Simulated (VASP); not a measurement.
# MnS (F-43m) in VASP: settings compared

The runs below take MnS through single point, vibrations by perturbation theory, with LDA+U, PBE, PBEsol+D4+U, PBE+U, r2SCAN+U.

All numbers are computed with VASP 6.6.1; they aren't measurements. Logs are shortened: lines on timing, memory, paths and dates and some standing lists are left out, and cuts for length are marked.

## (1) The cell of the first run

The structure is cubic, space group F-43m (No. 216). Conventional cell: a = 4.947 Å, b = 4.947 Å, c = 4.947 Å, α = 90.00°, β = 90.00°, γ = 90.00°. Mn (site symmetry -43m) has 4 S at 2.14 Å within 2.8 Å. Within 2.8 Å of S (site symmetry -43m) lie 4 Mn at 2.14 Å.

## (2) Single point, LDA+U, collinear spin, ferromagnetic start

INCAR

```
SYSTEM = MnS
PREC     = Accurate       ! precision mode
ENCUT    = 520            ! plane-wave cutoff, eV
EDIFF    = 1E-6           ! SCF threshold, eV
ISMEAR   = -1             ! smearing method
SIGMA    = 0.05           ! smearing width, eV
LREAL    = .False.        ! projectors in reciprocal space
LASPH    = .True.         ! aspherical terms in the spheres
NELM     = 150            ! most SCF steps
ALGO     = Normal         ! electronic algorithm
ISIF     = 2              ! what is computed and relaxed
LWAVE    = .False.        ! write WAVECAR
LCHARG   = .False.        ! write CHGCAR
ISPIN    = 2              ! spin polarisation
MAGMOM   = 4 0            ! initial moments
LORBIT   = 11             ! projections on sites
LMAXMIX  = 4              ! l up to which the mixer works
LDAU     = .True.         ! DFT+U
LDAUTYPE = 2            
LDAUL    = 2 -1           ! shell
LDAUU    = 4.5 0          ! U, eV
LDAUJ    = 0 0          
LDAUPRINT= 1            
GGA      = CA             ! functional
NBANDS   = 20             ! bands
```

KPOINTS

```
regular mesh
0
Gamma
  9 9 9
  0 0 0
```

POSCAR

```
MnS
1.0
    0.0000000000      2.4734634191      2.4734634191
    2.4734634191      0.0000000000      2.4734634191
    2.4734634191      2.4734634191      0.0000000000
Mn S
1 1
Direct
    0.0000000000      0.0000000000      0.0000000000
    0.7500000000      0.7500000000      0.7500000000
```

Potentials or basis: VASP PAW LDA potentials, release 64 (Mn_pv, S).

Launch:

```
cat potpaw_LDA.64/Mn_pv/POTCAR potpaw_LDA.64/S/POTCAR > POTCAR
mpirun -np 1 vasp_std > vasp.out
```

OUTCAR:

```text
SYSTEM = MnS
   PREC = Accurate
   ENCUT = 520
   EDIFF = 1E-6
   ISMEAR = -1
   LREAL = .False.
   LASPH = .True.
   NELM = 150
   ISIF = 2
   ISPIN = 2
   LORBIT = 11
   GGA = CA

 ion  position               nearest neighbor table
   1  0.000  0.000  0.000-   2 2.14   2 2.14   2 2.14   2 2.14
   2  0.750  0.750  0.750-   1 2.14   1 2.14   1 2.14   1 2.14

  LATTYP: Found a face centered cubic cell.
 ALAT       =     4.9469268382

  Lattice vectors:

 A1 = (   0.0000000000,   2.4734634191,   2.4734634191)
 A2 = (   2.4734634191,   0.0000000000,   2.4734634191)
 A3 = (   2.4734634191,   2.4734634191,   0.0000000000)

Analysis of symmetry for initial positions (statically):
=====================================================================
 Subroutine PRICEL returns:
 Original cell was already a primitive cell.

 Routine SETGRP: Setting up the symmetry group for a
 face centered cubic supercell.

 Subroutine GETGRP returns: Found 24 space group operations
 (whereof 24 operations were pure point group operations)
 out of a pool of 48 trial point group operations.

The static configuration has the point symmetry T_d .

Analysis of symmetry for dynamics (positions and initial velocities):
=====================================================================
 Subroutine PRICEL returns:
 Original cell was already a primitive cell.

 Routine SETGRP: Setting up the symmetry group for a
 face centered cubic supercell.

 Subroutine GETGRP returns: Found 24 space group operations
 (whereof 24 operations were pure point group operations)
 out of a pool of 48 trial point group operations.

The dynamic configuration has the point symmetry T_d .

Analysis of structural, dynamic, and magnetic symmetry:
=====================================================================
 Subroutine PRICEL returns:
 Original cell was already a primitive cell.

 Routine SETGRP: Setting up the symmetry group for a
 face centered cubic supercell.

 Subroutine GETGRP returns: Found 24 space group operations
 (whereof 24 operations were pure point group operations)
 out of a pool of 48 trial point group operations.

The overall configuration has the point symmetry T_d .

 Subroutine INISYM returns: Found 24 space group operations
 (whereof 24 operations are pure point group operations),
 and found     1 'primitive' translations

----------------------------------------------------------------------------------------

                                     Primitive cell

  volume of cell :      30.2654

  direct lattice vectors                    reciprocal lattice vectors
     0.000000000  2.473463419  2.473463419    -0.202145702  0.202145702  0.202145702
     2.473463419  0.000000000  2.473463419     0.202145702 -0.202145702  0.202145702
     2.473463419  2.473463419  0.000000000     0.202145702  0.202145702 -0.202145702

  length of vectors
     3.498005513  3.498005513  3.498005513     0.350126627  0.350126627  0.350126627

  position of ions in fractional coordinates (direct lattice)
     0.000000000  0.000000000  0.000000000
     0.750000000  0.750000000  0.750000000

  ion indices of the primitive-cell ions
   primitive index   ion index
                 1           1
                 2           2

----------------------------------------------------------------------------------------

 KPOINTS: regular mesh

Automatic generation of k-mesh.
 Grid dimensions read from file:
 generate k-points for:    9    9    9

 Generating k-lattice:

  Cartesian coordinates                     Fractional coordinates (reciprocal lattice)
    -0.022460634  0.022460634  0.022460634     0.111111111  0.000000000  0.000000000
     0.022460634 -0.022460634  0.022460634     0.000000000  0.111111111  0.000000000
     0.022460634  0.022460634 -0.022460634     0.000000000  0.000000000  0.111111111

  Length of vectors
     0.038902959  0.038902959  0.038902959

  Shift w.r.t. Gamma in fractional coordinates (k-lattice)
     0.000000000  0.000000000  0.000000000

 Subroutine IBZKPT returns following result:
 ===========================================

 Found     35 irreducible k-points:

 Following reciprocal coordinates:
            Coordinates               Weight
  0.000000  0.000000  0.000000      1.000000
  0.111111  0.000000  0.000000      8.000000
  0.222222  0.000000  0.000000      8.000000
  0.333333  0.000000  0.000000      8.000000
  0.444444  0.000000  0.000000      8.000000
  0.111111  0.111111  0.000000      6.000000
[... 16 lines left out ...]
 -0.333333  0.333333  0.000000     12.000000
  0.444444  0.444444  0.000000      6.000000
 [... further k-points ...]
   k-points           NKPTS =     35   k-points in BZ     NKDIM =     35   number of bands    NBANDS=     20
   number of dos      NEDOS =    301   number of ions     NIONS =      2
   total plane-waves  NPLWV =  21952
   dimension x,y,z NGX =    28 NGY =   28 NGZ =   28
   dimension x,y,z NGXF=    56 NGYF=   56 NGZF=   56
   ions per type =               1   1
   NGX,Y,Z   is equivalent  to a cutoff of  13.31, 13.31, 13.31 a.u.
   NGXF,Y,Z  is equivalent  to a cutoff of  26.61, 26.61, 26.61 a.u.
 SYSTEM =  MnS
   PREC   = accura    normal or accurate (medium, high low for compatibility)
   ISTART =      0    job   : 0-new  1-cont  2-samecut
   ICHARG =      2    charge: 1-file 2-atom 10-const
   ISPIN  =      2    spin polarized calculation?
   LNONCOLLINEAR =      F non collinear calculations
   LSORBIT =      F    spin-orbit coupling
   LASPH  =      T    aspherical Exc in radial PAW
   ENCUT  =  520.0 eV  38.22 Ry    6.18 a.u.   6.50  6.50  6.50*2*pi/ulx,y,z
   NELM   =    150;   NELMIN=  2; NELMDL= -5     # of ELM steps
   EDIFF  = 0.1E-05   stopping-criterion for ELM
   LREAL  =      F    real-space projection
   EDIFFG = 0.1E-04   stopping-criterion for IOM
   NSW    =      0    number of steps for IOM
   IBRION =     -1    ionic relax: 0-MD 1-quasi-New 2-CG
   NFREE  =      0    steps in history (QN), initial steepest desc. (CG)
   ISIF   =      2    stress and relaxation
   ISYM   =      2    0-nonsym 1-usesym 2-fastsym
   POTIM  = 0.5000    time-step for ionic-motion
   TEBEG  =    0.0;   TEEND  =   0.0 temperature during run
   PSTRESS=    0.0 pullay stress
   NELECT =      19.0000    total number of electrons
   NUPDOWN=      -1.0000    fix difference up-down
   EMIN   =  10.00;   EMAX   =-10.00  energy-range for DOS
   EFERMI =   0.00;   METHOD = LEGACY
   ISMEAR =    -1;   SIGMA  =   0.05  broadening in eV -4-tet -1-fermi 0-gaus
   EFERMI_NEDOS =   21; number of points for ismear=-14 and -15
   IALGO  =     38    algorithm
   IMIX   =      4    mixing-type and parameters
     AMIX     =   0.40;   BMIX     =  1.00
     AMIX_MAG =   1.60;   BMIX_MAG =  1.00
  volume/ion in A,a.u.               =      15.13       102.12
  Fermi-wavevector in a.u.,A,eV,Ry     =   1.401771  2.648964 26.734947  1.964963
  Thomas-Fermi vector in A             =   2.524600
   LORBIT       =     11    0 simple, 1 ext, 2 COOP (PROOUT), +10 PAW based schemes
 LDA+U is selected, type is set to LDAUTYPE =  2
   angular momentum for each species LDAUL =     2   -1
   U (eV)           for each species LDAUU =   4.5  0.0
   J (eV)           for each species LDAUJ =   0.0  0.0
   GGA     = CA    functional components
   LHFCALC =     F    Hartree Fock is set to
   AEXX    =    0.0000 exact exchange contribution
   IVDW    =     0    specifies the selected vdW correction
   LEPSILON=     F    determine dielectric tensor
   LRPA    =     F    only Hartree local field effects (RPA)
 spin polarized calculation
  energy-cutoff  :      520.00
  volume of cell :       30.27
 maximum number of plane-waves:       869
 NGX is ok and might be reduce to    28
   NGX = 13   NGY = 13   NGZ = 13

atom =   1  type =  1  l = 2

 onsite density matrix

spin component  1

  0.8973  0.0000 -0.0000  0.0000  0.0000
  0.0000  0.8973 -0.0000  0.0000  0.0000
 -0.0000 -0.0000  0.9195 -0.0000 -0.0000
  0.0000  0.0000 -0.0000  0.8973 -0.0000
  0.0000  0.0000 -0.0000 -0.0000  0.9195

spin component  2

  0.1819 -0.0000 -0.0000  0.0000 -0.0000
 -0.0000  0.1819 -0.0000 -0.0000  0.0000
 -0.0000 -0.0000  0.0440 -0.0000 -0.0000
  0.0000 -0.0000 -0.0000  0.1819 -0.0000
 -0.0000  0.0000 -0.0000 -0.0000  0.0440

 occupancies and eigenvectors

  o =  0.0440  v =  0.0000  0.0000  0.0000  0.0000  0.0000  0.0000 -0.0000  0.0939  0.0000  0.9956      0.0000  0.0000  0.0000  0.0000  0.0000  0.0000  0.0000  0.0000  0.0000  0.0000
  o =  0.0440  v =  0.0000  0.0000  0.0000  0.0000  0.0000 -0.0000 -0.0000 -0.9956 -0.0000  0.0939      0.0000  0.0000  0.0000  0.0000  0.0000  0.0000  0.0000  0.0000  0.0000  0.0000
  o =  0.1819  v =  0.0000  0.0000  0.0000  0.0000  0.0000  1.0000  0.0049 -0.0000 -0.0001 -0.0000      0.0000  0.0000  0.0000  0.0000  0.0000  0.0000  0.0000  0.0000  0.0000  0.0000
  o =  0.1819  v =  0.0000  0.0000  0.0000  0.0000  0.0000  0.0049 -1.0000  0.0000 -0.0049  0.0000      0.0000  0.0000  0.0000  0.0000  0.0000  0.0000  0.0000  0.0000  0.0000  0.0000
  o =  0.1819  v =  0.0000  0.0000  0.0000  0.0000  0.0000  0.0002 -0.0049 -0.0000  1.0000 -0.0000      0.0000  0.0000  0.0000  0.0000  0.0000  0.0000  0.0000  0.0000  0.0000  0.0000
  o =  0.8973  v =  1.0000  0.0000  0.0000  0.0000  0.0000  0.0000  0.0000  0.0000  0.0000  0.0000      0.0000  0.0000  0.0000  0.0000  0.0000  0.0000  0.0000  0.0000  0.0000  0.0000
  o =  0.8973  v =  0.0000  0.4533 -0.0000  0.8914 -0.0000  0.0000  0.0000  0.0000  0.0000  0.0000      0.0000  0.0000  0.0000  0.0000  0.0000  0.0000  0.0000  0.0000  0.0000  0.0000
  o =  0.8973  v =  0.0000  0.8914 -0.0000 -0.4533  0.0000  0.0000  0.0000  0.0000  0.0000  0.0000      0.0000  0.0000  0.0000  0.0000  0.0000  0.0000  0.0000  0.0000  0.0000  0.0000
  o =  0.9195  v =  0.0000 -0.0000 -0.9997 -0.0000  0.0238  0.0000  0.0000  0.0000  0.0000  0.0000      0.0000  0.0000  0.0000  0.0000  0.0000  0.0000  0.0000  0.0000  0.0000  0.0000
  o =  0.9195  v =  0.0000  0.0000 -0.0238 -0.0000 -0.9997  0.0000  0.0000  0.0000  0.0000  0.0000      0.0000  0.0000  0.0000  0.0000  0.0000  0.0000  0.0000  0.0000  0.0000  0.0000

 number of electron      18.9999986 magnetization       4.3127230

 Free energy of the ion-electron system (eV)
  ---------------------------------------------------
  ext. energy  EPLUGINS =         0.00000000
  ---------------------------------------------------
  free energy    TOTEN  =       -11.92916821 eV

  energy without entropy =      -11.92321879  energy(sigma->0) =      -11.92619350

 E-fermi :   7.9554     XC(G=0): -11.5025

 val. band max:        7.9545192211   @ k =   0.4444   0.3333   0.1111
 cond. band min:       8.0398033590   @ k =  -0.3333   0.1111   0.0000
 fundamental gap:      0.0852841379
 Fermi energy:         7.9553761220

 spin component 1

 k-point     1 :       0.0000    0.0000    0.0000
  band No.  band energies     occupation
      1     -41.9377      1.00000
      2     -41.9377      1.00000
      3     -41.9377      1.00000
      4      -7.7675      1.00000
      5       0.9471      1.00000
      6       0.9471      1.00000
[... 12 lines left out ...]
     19      22.5395      0.00000
     20      22.8390      0.00000
[... 1064 lines left out ...]
  band No.  band energies     occupation
      1     -38.1136      1.00000
      2     -38.0947      1.00000
      3     -38.0947      1.00000
      4      -5.5925      1.00000
      5       1.3438      1.00000
      6       4.0231      1.00000
[... 12 lines left out ...]
     19      25.0956      0.00000
     20      25.0956      0.00000

 [... further k-points ...]

------------------------ aborting loop because EDIFF is reached ----------------------------------------

  FORCE on cell =-STRESS in cart. coord.  units (eV):
  Direction    XX          YY          ZZ          XY          YZ          ZX
  --------------------------------------------------------------------------------------
  -------------------------------------------------------------------------------------
  Total        7.6360982      7.6360982      7.6360982      0.0000000      0.0000000      0.0000000
  in kB      404.2365821    404.2365821    404.2365821      0.0000000      0.0000000      0.0000000
  external PRESSURE =     404.2365821 kB  Pullay stress =       0.0000000 kB

 VOLUME and BASIS-vectors are now :
 -----------------------------------------------------------------------------
  energy-cutoff  :      520.00
  volume of cell :       30.27
      direct lattice vectors                 reciprocal lattice vectors
     0.000000000  2.473463419  2.473463419    -0.202145702  0.202145702  0.202145702
     2.473463419  0.000000000  2.473463419     0.202145702 -0.202145702  0.202145702
     2.473463419  2.473463419  0.000000000     0.202145702  0.202145702 -0.202145702

 POSITION                                       TOTAL-FORCE (eV/Angst)
 -----------------------------------------------------------------------------------
      0.00000      0.00000      0.00000         0.000000     -0.000000     -0.000000
      3.71020      3.71020      3.71020        -0.000000      0.000000      0.000000
 -----------------------------------------------------------------------------------
    total drift:                               -0.000000     -0.000000     -0.000001

  FREE ENERGIE OF THE ION-ELECTRON SYSTEM (eV)
  ---------------------------------------------------
  free  energy   TOTEN  =       -11.9291682109 eV

  energy  without entropy=      -11.9232187859  energy(sigma->0) =      -11.92619350

 total charge

# of ion       s       p       d       tot
------------------------------------------
    1        0.373   6.418   5.134  11.925
    2        1.331   2.591   0.000   3.922
--------------------------------------------------
tot          1.703   9.009   5.134  15.846

 magnetization (x)

# of ion       s       p       d       tot
------------------------------------------
    1        0.047   0.088   3.888   4.023
    2        0.004  -0.002   0.000   0.002
--------------------------------------------------
tot          0.051   0.086   3.888   4.025
```

Wall time 24 s (1 thread of Intel Xeon 6975P-C (Granite Rapids), shared host); peak memory 0.17 GiB.

Results:

```yaml
Free_energy: -11.9292 eV
Pressure: 40.4 GPa
Net_moment: 4.31 μB per cell
Site_moments: Mn +4.02; S +0.00 μB
Valence_electrons_inside_the_program's_atomic_spheres: Mn 11.93; S 3.92
```

Eigenvalues of the final occupation matrices:
| site | spin | trace | eigenvalues |
| --- | --- | --- | --- |
| site 1 d | 1 | 4.53 | 0.90 0.90 0.90 0.92 0.92 |
| site 1 d | 2 | 0.63 | 0.04 0.04 0.18 0.18 0.18 |

Caveat: a cell with one magnetic atom can't hold antiferromagnetic order, which such compounds often take.

(Continued in part 2 of 3.)
